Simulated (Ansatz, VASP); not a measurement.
**One calculation of AlN, two programs**

File POSCAR:

```
AlN
1.0
    0.0000000000      2.1848764855      2.1848764855
    2.1848764855      0.0000000000      2.1848764855
    2.1848764855      2.1848764855      0.0000000000
Al N
1 1
Direct
    0.0000000000      0.0000000000      0.0000000000
    0.7500000000      0.7500000000      0.7500000000
```

Contents of INCAR.step1:

```
SYSTEM = AlN
PREC = Accurate ; ENCUT = 520
EDIFF = 1E-5 ; ISMEAR = 0
SIGMA = 0.001 ; LREAL = .FALSE.
LASPH = .TRUE. ; NELM = 80
ALGO = Normal ; ISIF = 2
LWAVE = .TRUE. ; LCHARG = .FALSE.
NBANDS = 11 ; GGA = PE
```

INCAR.step2

```
SYSTEM = AlN
PREC = Accurate ; ENCUT = 520
EDIFF = 1E-7 ; ISMEAR = 0
SIGMA = 0.001 ; LREAL = .FALSE.
LASPH = .TRUE. ; NELM = 80
ALGO = Normal ; ISIF = 2
LWAVE = .FALSE. ; LCHARG = .FALSE.
GGA = PE ; LHFCALC = .TRUE.
HFSCREEN = 0.2079 ; PRECFOCK = Normal
NBANDS = 11 ; ISTART = 1
```

File KPOINTS:

```
Automatic mesh
0
G
  4 4 4
  0 0 0
```

Input for Ansatz:

```yaml
crystal:
  lattice:
    - [0.0, 2.1848764855, 2.1848764855]
    - [2.1848764855, 0.0, 2.1848764855]
    - [2.1848764855, 2.1848764855, 0.0]
  atoms:
    - { symbol: Al, position: [0.0, 0.0, 0.0] }
    - { symbol: "N", position: [0.75, 0.75, 0.75] }
kpoints:
  mp_grid: { grid: [4, 4, 4] }
hamiltonian:
  xc: hse06
scf:
  occupations: { method: gaussian, width: 0.001 }
  n_extra_bands: 4
output:
  forces: true
  stress: true
  eigenvalues: true
```

Alike in both runs: task single point; functional HSE06; k mesh 4 × 4 × 4; occupations gaussian, width 0.001 eV; no spin polarisation.

|  | VASP | Ansatz |
| --- | --- | --- |
| version | VASP 6.6.1 | Ansatz 0.2.0 |
| potentials or method | VASP PAW PBE potentials, release 64 (Al, N) | plane waves |
| plane-wave cutoff (eV) | 520 | 420 |
| valence electrons in the cell | 8 | 8 |

```tsv
	VASP	Ansatz	Ansatz less VASP
gap on the k mesh at the Fermi level (eV)	4.55	4.55	-0.004
pressure (GPa)	-0.8	-0.6	+0.23
```

Ansatz's warnings: stress exchange threshold loose, stress scf threshold loose.

The k mesh is coarse, so the values compare programs but aren't converged.
